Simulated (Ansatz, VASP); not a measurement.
Sn3SeS2: VASP beside Ansatz

INCAR

```
SYSTEM = Sn3SeS2
ALGO = Normal
EDIFF = 1E-6
ENCUT = 520
GGA = PE
ISIF = 2
ISMEAR = 0
LASPH = .True.
LCHARG = .False.
LREAL = .False.
LWAVE = .False.
NBANDS = 39
NELM = 100
PREC = Accurate
SIGMA = 0.1
```

Contents of KPOINTS:

```
k-points
0
Gamma
  6 6 2
  0 0 0
```

POSCAR

```
Sn3SeS2
1.0
    4.2223570800      0.0000000000      0.0000000000
   -2.1111785400      3.6566685000      0.0000000000
    0.0000000000      0.0000000000     10.3426203600
Sn Se S
3 1 2
Direct
    0.0000000000      0.0000000000      0.0000000000
    0.3333333300      0.6666666700      0.6666666700
    0.6666666700      0.3333333300      0.3333333300
    0.0000000000      0.0000000000      0.5000000000
    0.6666666700      0.3333333300      0.8333333300
    0.3333333300      0.6666666700      0.1666666700
```

Input for Ansatz:

```yaml
crystal:
  lattice:
    - [4.22235708, 0.0, 0.0]
    - [-2.11117854, 3.6566685, 0.0]
    - [0.0, 0.0, 10.34262036]
  atoms:
    - { symbol: Sn, position: [0.0, 0.0, 0.0] }
    - { symbol: Sn, position: [0.33333333, 0.66666667, 0.66666667] }
    - { symbol: Sn, position: [0.66666667, 0.33333333, 0.33333333] }
    - { symbol: Se, position: [0.0, 0.0, 0.5] }
    - { symbol: S, position: [0.66666667, 0.33333333, 0.83333333] }
    - { symbol: S, position: [0.33333333, 0.66666667, 0.16666667] }
basis:
  ecutwfc: 420
kpoints:
  mp_grid: { grid: [6, 6, 2] }
hamiltonian:
  xc: pbe
scf:
  occupations: { method: gaussian, width: 0.1 }
  lower_state_search: "off"
output:
  forces: true
  stress: true
  eigenvalues: true
```

Alike in both runs: task single point; functional PBE; k mesh 6 × 6 × 2; occupations gaussian, width 0.1 eV; no spin polarisation.

|  | VASP | Ansatz |
| --- | --- | --- |
| version | VASP 6.6.1 | Ansatz 0.2.0 |
| potentials or method | VASP PAW PBE potentials, release 64 (Sn_d, Se, S), cutoff 520 eV | scalar-relativistic, plane waves, PAW |
| valence electrons in the cell | 60 | 70 |

```tsv
	VASP	Ansatz	Ansatz less VASP
gap on the k mesh at the Fermi level (eV)	0.38	0.38	0.000
least direct gap on the mesh (eV)	0.38	0.38	0.000
pressure (GPa)	-1.5	-1.5	+0.04
rms of the force components (eV/Å)	0.170	0.169	-0.0009
```

Atom by atom the forces differ by 0.001 eV/Å (rms over components). With one functional, cell and mesh, what is left measures potentials, basis and numerics. VASP's potentials hold 60 valence electrons a cell and Ansatz's 70, so a difference there can come from the potentials and not from the codes.
